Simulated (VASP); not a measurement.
A run of VASP 6.6.1:

Contents of POSCAR:

```
NaCl
1.0
    3.5021900000      0.0000000000      0.0000000000
    0.0000000000      3.5021900000      0.0000000000
    0.0000000000      0.0000000000      3.5021900000
Cl Na
1 1
Direct
    0.5000000000      0.5000000000      0.5000000000
    0.0000000000      0.0000000000      0.0000000000
```

INCAR.step1

```
SYSTEM = NaCl
  PREC = Accurate
  ENCUT = 520
  EDIFF = 1E-5
  ISMEAR = -1
  SIGMA = 0.05
  LREAL = .False.
  LASPH = .True.
  NELM = 80
  ALGO = Normal
  ISIF = 2
  LWAVE = .True.
  LCHARG = .False.
  NBANDS = 14
  GGA = PE
```

The input INCAR.step2:

```
SYSTEM = NaCl
  PREC = Accurate
  ENCUT = 520
  EDIFF = 1E-6
  ISMEAR = -1
  SIGMA = 0.05
  LREAL = .False.
  LASPH = .True.
  NELM = 80
  ALGO = Normal
  ISIF = 2
  LWAVE = .False.
  LCHARG = .False.
  GGA = PE
  LHFCALC = .True.
  AEXX = 0.25
  PRECFOCK = Normal
  NBANDS = 14
  ISTART = 1
```

Contents of KPOINTS:

```
regular mesh
0
Gamma
  4 4 4
  0 0 0
```

Potentials or basis: VASP PAW PBE potentials, release 64 (Cl, Na_pv).

Run with:

```bash
$ cat potpaw_PBE.64/Cl/POTCAR potpaw_PBE.64/Na_pv/POTCAR > POTCAR
$ cp INCAR.step1 INCAR
$ mpirun -np 1 vasp_std > vasp.out
$ cp INCAR.step2 INCAR
$ mpirun -np 1 vasp_std > vasp.out
```

Hardware: 1 thread of AMD EPYC 9R14 (Zen 4), on a shared host.

Q: Estimate the wall time of this run.

A: Wall time 86 s on 1 thread of AMD EPYC 9R14 (Zen 4), with other jobs on the host, peak memory 0.12 GiB. Counts: k points 10.
